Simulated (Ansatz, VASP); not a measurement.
## One calculation of MgSe, two programs

INCAR

```
  PREC = Accurate
  ENCUT = 600
  EDIFF = 1E-6
  ISMEAR = 0
  SIGMA = 0.05
  LREAL = False
  LASPH = True
  NELM = 120
  ALGO = Normal
  ISIF = 2
  LWAVE = False
  LCHARG = False
  GGA = PE
  NBANDS = 16
  GGA_COMPAT = False
```

Contents of KPOINTS:

```
Automatic mesh
0
Gamma
  8 8 6
```

Contents of POSCAR:

```
MgSe
1.0
    0.0000000000     -2.7544118772     -2.7544118772
    0.0000000000      2.7544118772     -2.7544118772
    5.5088237545      0.0000000000      0.0000000000
Mg Se
2 2
Direct
    0.5000000000      0.5000000000      0.5000000000
    0.0000000000      0.0000000000      0.0000000000
    0.5000000000      0.5000000000      0.0000000000
    0.0000000000      0.0000000000      0.5000000000
```

Input for Ansatz:

```yaml
crystal:
  lattice:
    - [0.0, -2.7544118772, -2.7544118772]
    - [0.0, 2.7544118772, -2.7544118772]
    - [5.5088237545, 0.0, 0.0]
  atoms:
    - { symbol: Mg, position: [0.5, 0.5, 0.5] }
    - { symbol: Mg, position: [0.0, 0.0, 0.0] }
    - { symbol: Se, position: [0.5, 0.5, 0.0] }
    - { symbol: Se, position: [0.0, 0.0, 0.5] }
basis:
  ecutwfc: 520.0
kpoints:
  mp_grid: { grid: [8, 8, 6] }
hamiltonian:
  xc: pbe
  pseudopotentials: { kind: paw }
scf:
  occupations: { method: gaussian, width: 0.05 }
output:
  forces: true
  stress: true
  eigenvalues: true
```

Alike in both runs: task single point; functional PBE; k mesh 8 × 8 × 6; occupations gaussian, width 0.05 eV; no spin polarisation.

|  | VASP | Ansatz |
| --- | --- | --- |
| version | VASP 6.6.1 | Ansatz 0.2.0 |
| potentials or method | VASP PAW PBE potentials, release 64 (Mg, Se), cutoff 600 eV | scalar-relativistic, plane waves, PAW |
| valence electrons in the cell | 16 | 52 |

```tsv
	VASP	Ansatz	Ansatz less VASP
gap on the k mesh at the Fermi level (eV)	1.75	1.77	+0.023
least direct gap on the mesh (eV)	1.75	1.77	+0.023
pressure (GPa)	-0.2	0.0	+0.13
```

VASP's potentials hold 16 valence electrons a cell and Ansatz's 52, so a difference there can come from the potentials and not from the codes.
